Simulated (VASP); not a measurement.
# TiO (P6_3/mmc) in VASP: notebook, part 2 of 2

VASP 6.6.1. Earlier steps stand in the parts before.

## 5. Single point, r2SCAN

The input, POSCAR:

```
TiO
1.0
    2.8516080131      0.0000000000      0.0000000000
   -1.4258040066      2.4695649810      0.0000000000
    0.0000000000      0.0000000000      5.5675030000
Ti O
2 2
Direct
    0.3333333333      0.6666666667      0.2500000000
    0.6666666667      0.3333333333      0.7500000000
    0.0000000000      0.0000000000      0.0000000000
    0.0000000000      0.0000000000      0.5000000000
```

The input, INCAR.step1:

```
PREC = Accurate
ENCUT = 520
ISMEAR = 0
SIGMA = 0.1
LREAL = F
LASPH = T
NELM = 100
NBANDS = 26
GGA = PE
ALGO = Normal
EDIFF = 1E-4
LWAVE = T
LCHARG = F
```

The input, INCAR.step2:

```
PREC = Accurate
ENCUT = 520
EDIFF = 1E-7
ISMEAR = 0
SIGMA = 0.1
LREAL = F
LASPH = T
NELM = 100
ALGO = Normal
ISIF = 2
LWAVE = F
LCHARG = T
METAGGA = R2SCAN
LMIXTAU = T
LELF = T
LVHAR = T
NBANDS = 26
ISTART = 1
```

The input, KPOINTS:

```
regular mesh
0
Gamma
  6 6 4
```

Potentials or basis: VASP PAW PBE potentials, release 64 (Ti_sv, O).

Launch:

```
> cat potpaw_PBE.64/Ti_sv/POTCAR potpaw_PBE.64/O/POTCAR > POTCAR
> cp INCAR.step1 INCAR
> mpirun -np 1 vasp_std > vasp.out
> cp INCAR.step2 INCAR
> mpirun -np 1 vasp_std > vasp.out
```

OUTCAR:

```text
PREC = Accurate
   ENCUT = 520
   EDIFF = 1E-7
   ISMEAR = 0
   LREAL = F
   LASPH = T
   NELM = 100
   ISIF = 2
   METAGGA = R2SCAN
   ISTART = 1

 ion  position               nearest neighbor table
   1  0.333  0.667  0.250-   3 2.16   4 2.16   3 2.16   4 2.16   3 2.16   4 2.16
   2  0.667  0.333  0.750-   3 2.16   4 2.16   3 2.16   4 2.16   3 2.16   4 2.16
   3  0.000  0.000  0.000-   1 2.16   2 2.16   2 2.16   1 2.16   2 2.16   1 2.16
   4  0.000  0.000  0.500-   1 2.16   2 2.16   2 2.16   1 2.16   2 2.16   1 2.16

  LATTYP: Found a hexagonal cell.
 ALAT       =     2.8516080131
 C/A-ratio  =     1.9524082463

  Lattice vectors:

 A1 = (   2.8516080131,   0.0000000000,   0.0000000000)
 A2 = (  -1.4258040066,   2.4695649810,   0.0000000000)
 A3 = (   0.0000000000,   0.0000000000,   5.5675030000)

Analysis of symmetry for initial positions (statically):
=====================================================================
 Subroutine PRICEL returns:
 Original cell was already a primitive cell.

 Routine SETGRP: Setting up the symmetry group for a
 hexagonal supercell.

 Subroutine GETGRP returns: Found 24 space group operations
 (whereof 12 operations were pure point group operations)
 out of a pool of 24 trial point group operations.

The static configuration has the point symmetry D_3d.
 The point group associated with its full space group is D_6h.

Analysis of symmetry for dynamics (positions and initial velocities):
=====================================================================
 Subroutine PRICEL returns:
 Original cell was already a primitive cell.

 Routine SETGRP: Setting up the symmetry group for a
 hexagonal supercell.

 Subroutine GETGRP returns: Found 24 space group operations
 (whereof 12 operations were pure point group operations)
 out of a pool of 24 trial point group operations.

The dynamic configuration has the point symmetry D_3d.
 The point group associated with its full space group is D_6h.

 Subroutine INISYM returns: Found 24 space group operations
 (whereof 12 operations are pure point group operations),
 and found     1 'primitive' translations

----------------------------------------------------------------------------------------

                                     Primitive cell

  volume of cell :      39.2076

  direct lattice vectors                    reciprocal lattice vectors
     2.851608013  0.000000000  0.000000000     0.350679334  0.202464808  0.000000000
    -1.425804007  2.469564981  0.000000000     0.000000000  0.404929616  0.000000000
     0.000000000  0.000000000  5.567503000     0.000000000  0.000000000  0.179613733

  length of vectors
     2.851608013  2.851608013  5.567503000     0.404929616  0.404929616  0.179613733

  position of ions in fractional coordinates (direct lattice)
     0.333333333  0.666666667  0.250000000
     0.666666667  0.333333333  0.750000000
     0.000000000  0.000000000  0.000000000
     0.000000000  0.000000000  0.500000000

  ion indices of the primitive-cell ions
   primitive index   ion index
                 1           1
                 2           2
                 3           3
                 4           4

[... 20 lines left out ...]

 Subroutine IBZKPT returns following result:
 ===========================================

 Found     21 irreducible k-points:

 Following reciprocal coordinates:
            Coordinates               Weight
  0.000000  0.000000  0.000000      1.000000
  0.166667  0.000000  0.000000      6.000000
  0.333333  0.000000  0.000000      6.000000
  0.500000 -0.000000  0.000000      3.000000
  0.166667  0.166667  0.000000      6.000000
  0.333333  0.166667  0.000000     12.000000
[... 13 lines left out ...]
  0.333333  0.166667  0.500000     12.000000
  0.333333  0.333333  0.500000      2.000000
   k-points           NKPTS =     21   k-points in BZ     NKDIM =     21   number of bands    NBANDS=     26
   number of dos      NEDOS =    301   number of ions     NIONS =      4
   total plane-waves  NPLWV =  24192
   dimension x,y,z NGX =    24 NGY =   24 NGZ =   42
   dimension x,y,z NGXF=    48 NGYF=   48 NGZF=   84
   ions per type =               2   2
   NGX,Y,Z   is equivalent  to a cutoff of  13.99, 13.99, 12.54 a.u.
   NGXF,Y,Z  is equivalent  to a cutoff of  27.98, 27.98, 25.08 a.u.
 SYSTEM =  unknown system
   PREC   = accura    normal or accurate (medium, high low for compatibility)
   ISTART =      1    job   : 0-new  1-cont  2-samecut
   ICHARG =      0    charge: 1-file 2-atom 10-const
   ISPIN  =      1    spin polarized calculation?
   LNONCOLLINEAR =      F non collinear calculations
   LSORBIT =      F    spin-orbit coupling
   LASPH  =      T    aspherical Exc in radial PAW
   ENCUT  =  520.0 eV  38.22 Ry    6.18 a.u.   5.30  5.30 10.35*2*pi/ulx,y,z
   NELM   =    100;   NELMIN=  2; NELMDL=  0     # of ELM steps
   EDIFF  = 0.1E-06   stopping-criterion for ELM
   LREAL  =      F    real-space projection
   EDIFFG = 0.1E-05   stopping-criterion for IOM
   NSW    =      0    number of steps for IOM
   IBRION =     -1    ionic relax: 0-MD 1-quasi-New 2-CG
   NFREE  =      0    steps in history (QN), initial steepest desc. (CG)
   ISIF   =      2    stress and relaxation
   ISYM   =      2    0-nonsym 1-usesym 2-fastsym
   POTIM  = 0.5000    time-step for ionic-motion
   TEBEG  =    0.0;   TEEND  =   0.0 temperature during run
   PSTRESS=    0.0 pullay stress
   NELECT =      36.0000    total number of electrons
   NUPDOWN=      -1.0000    fix difference up-down
   EMIN   =  10.00;   EMAX   =-10.00  energy-range for DOS
   EFERMI =   0.00;   METHOD = LEGACY
   ISMEAR =     0;   SIGMA  =   0.10  broadening in eV -4-tet -1-fermi 0-gaus
   EFERMI_NEDOS =   21; number of points for ismear=-14 and -15
   IALGO  =     38    algorithm
   IMIX   =      4    mixing-type and parameters
     AMIX     =   0.40;   BMIX     =  1.00
     AMIX_MAG =   1.60;   BMIX_MAG =  1.00
  volume/ion in A,a.u.               =       9.80        66.15
  Fermi-wavevector in a.u.,A,eV,Ry     =   1.591178  3.006890 34.447873  2.531847
  Thomas-Fermi vector in A             =   2.689758
   LORBIT       =      0    0 simple, 1 ext, 2 COOP (PROOUT), +10 PAW based schemes
   METAGGA = R2SCAN    functional components
   LHFCALC =     F    Hartree Fock is set to
   AEXX    =    0.0000 exact exchange contribution
   IVDW    =     0    specifies the selected vdW correction
   LEPSILON=     F    determine dielectric tensor
   LRPA    =     F    only Hartree local field effects (RPA)
 non-spin polarized calculation
 Gauss-broadening in eV      SIGMA  =   0.10
  energy-cutoff  :      520.00
  volume of cell :       39.21
 maximum number of plane-waves:      1072
 NGX is ok and might be reduce to    24
   NGX = 11   NGY = 11   NGZ = 21

 number of electron      35.9999991 magnetization

 Free energy of the ion-electron system (eV)
  ---------------------------------------------------
  ext. energy  EPLUGINS =         0.00000000
  ---------------------------------------------------
  free energy    TOTEN  =       -48.63977481 eV

  energy without entropy =      -48.63655873  energy(sigma->0) =      -48.63816677

 E-fermi :  11.3323     XC(G=0): -13.5919

 val. band max:       11.3262326886   @ k =   0.0000   0.0000   0.0000
 cond. band min:      11.5116392998   @ k =   0.0000   0.0000   0.2500
 fundamental gap:      0.1854066112
 Fermi energy:        11.3322857754

 k-point     1 :       0.0000    0.0000    0.0000
  band No.  band energies     occupation
      1     -48.8463      2.00000
      2     -48.8037      2.00000
      3     -24.5253      2.00000
      4     -24.0459      2.00000
      5     -23.6841      2.00000
      6     -23.6841      2.00000
[... 598 lines left out ...]
     25      14.7246      0.00000
     26      14.7246      0.00000

------------------------ aborting loop because EDIFF is reached ----------------------------------------

  FORCE on cell =-STRESS in cart. coord.  units (eV):
  Direction    XX          YY          ZZ          XY          YZ          ZX
  --------------------------------------------------------------------------------------
  -------------------------------------------------------------------------------------
  Total       -1.0327220     -1.0327220     -0.5903508      0.0000000      0.0000000      0.0000000
  in kB      -42.2010517    -42.2010517    -24.1240382      0.0000000      0.0000000      0.0000000
  external PRESSURE =     -36.1753805 kB  Pullay stress =       0.0000000 kB

 VOLUME and BASIS-vectors are now :
 -----------------------------------------------------------------------------
  energy-cutoff  :      520.00
  volume of cell :       39.21
      direct lattice vectors                 reciprocal lattice vectors
     2.851608013  0.000000000  0.000000000     0.350679334  0.202464808  0.000000000
    -1.425804007  2.469564981  0.000000000     0.000000000  0.404929616  0.000000000
     0.000000000  0.000000000  5.567503000     0.000000000  0.000000000  0.179613733

 POSITION                                       TOTAL-FORCE (eV/Angst)
 -----------------------------------------------------------------------------------
     -0.00000      1.64638      1.39188        -0.000000      0.000000      0.000000
      1.42580      0.82319      4.17563         0.000000     -0.000000      0.000000
      0.00000      0.00000      0.00000         0.000000     -0.000000      0.000000
      0.00000      0.00000      2.78375         0.000000     -0.000000      0.000000
 -----------------------------------------------------------------------------------
    total drift:                               -0.000000      0.000000     -0.000000

  FREE ENERGIE OF THE ION-ELECTRON SYSTEM (eV)
  ---------------------------------------------------
  free  energy   TOTEN  =       -48.6397748139 eV

  energy  without entropy=      -48.6365587335  energy(sigma->0) =      -48.63816677
```

It took 67 s on 1 thread of Intel Xeon Platinum 8559C (Emerald Rapids), shared host; peak memory 0.17 GiB.

What came out:

```
Free energy            : -48.6398 eV
Pressure               : -3.6 GPa
Band gap on the k mesh : zero (filled and empty bands overlap)
```

Stress tensor (GPa, compression positive):
```
-4.22  0.00  0.00
 0.00 -4.22  0.00
 0.00  0.00 -2.41
```

Levels at points of the mesh, in eV from the Fermi level:
```csv
k point,band 16,band 17,band 18,band 19,band 20,band 21
"(0.00, 0.00, 0.00)",-5.60,-2.08,-0.08,-0.08,-0.01,1.17
"(0.50, 0.00, 0.00)",-5.81,-2.78,-0.08,1.04,1.78,2.09
"(0.00, 0.00, 0.50)",-5.91,-0.64,-0.64,0.78,0.78,0.78
"(0.50, 0.00, 0.50)",-6.43,-1.39,-1.39,2.16,2.16,2.37
```

Caveat: the k points lie up to 0.42 Å⁻¹ apart; the PAW data sets were made with another functional, which shifts forces and pressure a little; semilocal functionals often make such compounds metallic where correlation or magnetic order opens a gap, which also shifts bond lengths.

## 6. Single point, r2SCAN

POSCAR is that of step 5.

The input, INCAR.step1:

```
ALGO = Normal ; EDIFF = 1E-4
ENCUT = 520 ; GGA = PE
ISMEAR = 0 ; LASPH = T
LCHARG = F ; LREAL = F
LWAVE = T ; NBANDS = 26
NELM = 100 ; PREC = Accurate
SIGMA = 0.1
```

The input, INCAR.step2:

```
ALGO = Normal ; EDIFF = 1E-6
ENCUT = 520 ; ISIF = 2
ISMEAR = 0 ; ISTART = 1
LASPH = T ; LCHARG = F
LMIXTAU = T ; LREAL = F
LWAVE = F ; METAGGA = R2SCAN
NBANDS = 26 ; NELM = 100
PREC = Accurate ; SIGMA = 0.1
```

The input, KPOINTS:

```
k-points
0
Gamma
  12 12 4
```

Potentials or basis: VASP PAW PBE potentials, release 64 (Ti_sv, O).

Launch:

```
> cat potpaw_PBE.64/Ti_sv/POTCAR potpaw_PBE.64/O/POTCAR > POTCAR
> cp INCAR.step1 INCAR
> mpirun -np 1 vasp_std > vasp.out
> cp INCAR.step2 INCAR
> mpirun -np 1 vasp_std > vasp.out
```

OUTCAR:

```text
EDIFF = 1E-6
   ENCUT = 520
   ISIF = 2
   ISMEAR = 0
   ISTART = 1
   LASPH = T
   LREAL = F
   METAGGA = R2SCAN
   NELM = 100
   PREC = Accurate

 ion  position               nearest neighbor table
   1  0.333  0.667  0.250-   3 2.16   4 2.16   3 2.16   4 2.16   3 2.16   4 2.16
   2  0.667  0.333  0.750-   3 2.16   4 2.16   3 2.16   4 2.16   3 2.16   4 2.16
   3  0.000  0.000  0.000-   1 2.16   2 2.16   2 2.16   1 2.16   2 2.16   1 2.16
   4  0.000  0.000  0.500-   1 2.16   2 2.16   2 2.16   1 2.16   2 2.16   1 2.16

  LATTYP: Found a hexagonal cell.
 ALAT       =     2.8516080131
 C/A-ratio  =     1.9524082463

  Lattice vectors:

 A1 = (   2.8516080131,   0.0000000000,   0.0000000000)
 A2 = (  -1.4258040066,   2.4695649810,   0.0000000000)
 A3 = (   0.0000000000,   0.0000000000,   5.5675030000)

Analysis of symmetry for initial positions (statically):
=====================================================================
 Subroutine PRICEL returns:
 Original cell was already a primitive cell.

 Routine SETGRP: Setting up the symmetry group for a
 hexagonal supercell.

 Subroutine GETGRP returns: Found 24 space group operations
 (whereof 12 operations were pure point group operations)
 out of a pool of 24 trial point group operations.

The static configuration has the point symmetry D_3d.
 The point group associated with its full space group is D_6h.

Analysis of symmetry for dynamics (positions and initial velocities):
=====================================================================
 Subroutine PRICEL returns:
 Original cell was already a primitive cell.

 Routine SETGRP: Setting up the symmetry group for a
 hexagonal supercell.

 Subroutine GETGRP returns: Found 24 space group operations
 (whereof 12 operations were pure point group operations)
 out of a pool of 24 trial point group operations.

The dynamic configuration has the point symmetry D_3d.
 The point group associated with its full space group is D_6h.

 Subroutine INISYM returns: Found 24 space group operations
[... 115 lines left out ...]
   EFERMI =   0.00;   METHOD = LEGACY
   ISMEAR =     0;   SIGMA  =   0.10  broadening in eV -4-tet -1-fermi 0-gaus
   EFERMI_NEDOS =   21; number of points for ismear=-14 and -15
   IALGO  =     38    algorithm
   IMIX   =      4    mixing-type and parameters
     AMIX     =   0.40;   BMIX     =  1.00
     AMIX_MAG =   1.60;   BMIX_MAG =  1.00
  volume/ion in A,a.u.               =       9.80        66.15
  Fermi-wavevector in a.u.,A,eV,Ry     =   1.591178  3.006890 34.447873  2.531847
  Thomas-Fermi vector in A             =   2.689758
   LORBIT       =      0    0 simple, 1 ext, 2 COOP (PROOUT), +10 PAW based schemes
   METAGGA = R2SCAN    functional components
   LHFCALC =     F    Hartree Fock is set to
   AEXX    =    0.0000 exact exchange contribution
   IVDW    =     0    specifies the selected vdW correction
   LEPSILON=     F    determine dielectric tensor
   LRPA    =     F    only Hartree local field effects (RPA)
 non-spin polarized calculation
 Gauss-broadening in eV      SIGMA  =   0.10
  energy-cutoff  :      520.00
  volume of cell :       39.21
 maximum number of plane-waves:      1072
 NGX is ok and might be reduce to    24
   NGX = 11   NGY = 11   NGZ = 21

 number of electron      35.9999991 magnetization

 Free energy of the ion-electron system (eV)
  ---------------------------------------------------
  ext. energy  EPLUGINS =         0.00000000
  ---------------------------------------------------
  free energy    TOTEN  =       -48.64212580 eV

  energy without entropy =      -48.64014336  energy(sigma->0) =      -48.64113458

 E-fermi :  11.3499     XC(G=0): -13.5919

 val. band max:       11.3253689258   @ k =   0.0000   0.0000   0.0000
 cond. band min:      11.4036555996   @ k =   0.0833  -0.0000   0.0000
 fundamental gap:      0.0782866738
 Fermi energy:        11.3498504920

 k-point     1 :       0.0000    0.0000    0.0000
  band No.  band energies     occupation
      1     -48.8465      2.00000
      2     -48.8039      2.00000
      3     -24.5279      2.00000
      4     -24.0486      2.00000
      5     -23.6829      2.00000
      6     -23.6829      2.00000
[... 685 lines left out ...]
     25      14.0541      0.00000
     26      14.8353      0.00000

 [... further k-points ...]
[... 5 lines left out ...]
  --------------------------------------------------------------------------------------
  -------------------------------------------------------------------------------------
  Total       -1.0180459     -1.0180459     -0.6233036      0.0000000      0.0000000      0.0000000
  in kB      -41.6013270    -41.6013270    -25.4706195      0.0000000      0.0000000      0.0000000
  external PRESSURE =     -36.2244245 kB  Pullay stress =       0.0000000 kB

 VOLUME and BASIS-vectors are now :
 -----------------------------------------------------------------------------
  energy-cutoff  :      520.00
  volume of cell :       39.21
      direct lattice vectors                 reciprocal lattice vectors
     2.851608013  0.000000000  0.000000000     0.350679334  0.202464808  0.000000000
    -1.425804007  2.469564981  0.000000000     0.000000000  0.404929616  0.000000000
     0.000000000  0.000000000  5.567503000     0.000000000  0.000000000  0.179613733

 POSITION                                       TOTAL-FORCE (eV/Angst)
 -----------------------------------------------------------------------------------
     -0.00000      1.64638      1.39188        -0.000000     -0.000000      0.000000
      1.42580      0.82319      4.17563         0.000000      0.000000      0.000000
      0.00000      0.00000      0.00000         0.000000     -0.000000      0.000000
      0.00000      0.00000      2.78375         0.000000     -0.000000      0.000000
 -----------------------------------------------------------------------------------
    total drift:                               -0.000000      0.000000     -0.000000

  FREE ENERGIE OF THE ION-ELECTRON SYSTEM (eV)
  ---------------------------------------------------
  free  energy   TOTEN  =       -48.6421257997 eV

  energy  without entropy=      -48.6401433584  energy(sigma->0) =      -48.64113458
```

OUTCAR.step1:

```text
EDIFF = 1E-4
   ENCUT = 520
   GGA = PE
   ISMEAR = 0
[... 928 lines left out ...]
     -0.00000      1.64638      1.39188        -0.000000     -0.000000      0.000000
      1.42580      0.82319      4.17563         0.000000      0.000000      0.000000
      0.00000      0.00000      0.00000         0.000000      0.000000      0.000000
      0.00000      0.00000      2.78375         0.000000      0.000000      0.000000
 -----------------------------------------------------------------------------------
    total drift:                               -0.000000      0.000000     -0.000000

  FREE ENERGIE OF THE ION-ELECTRON SYSTEM (eV)
  ---------------------------------------------------
  free  energy   TOTEN  =       -35.3190393448 eV

  energy  without entropy=      -35.3152876709  energy(sigma->0) =      -35.31716351
```

It took 2 min on 1 thread of Intel Xeon Platinum 8559C (Emerald Rapids), shared host; peak memory 0.19 GiB.

What came out:

```
Free energy            : -48.6421 eV
Pressure               : -3.6 GPa
Band gap on the k mesh : zero (band 18 reaches 11.27 eV, above the bottom of band 19 at 11.25 eV)
```

Stress tensor (GPa, compression positive):
```
-4.16  0.00  0.00
 0.00 -4.16  0.00
 0.00  0.00 -2.55
```

Levels at points of the mesh, in eV from the Fermi level:
```tsv
k point	band 16	band 17	band 18	band 19	band 20	band 21
(0.00, 0.00, 0.00)	-5.62	-2.10	-0.10	-0.10	-0.02	1.15
(0.50, 0.00, 0.00)	-5.83	-2.80	-0.10	1.02	1.76	2.07
(0.00, 0.00, 0.50)	-5.93	-0.66	-0.66	0.76	0.76	0.76
(0.50, 0.00, 0.50)	-6.45	-1.41	-1.41	2.14	2.14	2.35
```

Caveat: the PAW data sets were made with another functional, which shifts forces and pressure a little; semilocal functionals often make such compounds metallic where correlation or magnetic order opens a gap, which also shifts bond lengths.

## 7. Overview

| k mesh | gap on the mesh (eV) | pressure (GPa) |
| --- | --- | --- |
| 3 × 3 × 1 | none | -1.3 |
| 3 × 3 × 2 | none | -2.4 |
| 6 × 6 × 2 | none | -3.7 |
| 6 × 6 × 4 | none | -3.6 |
| 12 × 12 × 4 | none | -3.6 |

Alike in all rows: task single point; level r2SCAN; potentials or basis VASP PAW PBE potentials, release 64 (Ti_sv, O); no spin polarisation; cell as given; cutoff (eV) 520; smearing gaussian 0.1 eV.

Caveats: some runs use coarse meshes; the PAW data sets were made with another functional, which shifts forces and pressure a little; semilocal functionals often make such compounds metallic where correlation or magnetic order opens a gap, which also shifts bond lengths.

Total energies depend on the potentials used, so only differences within one code and one set of settings carry meaning.
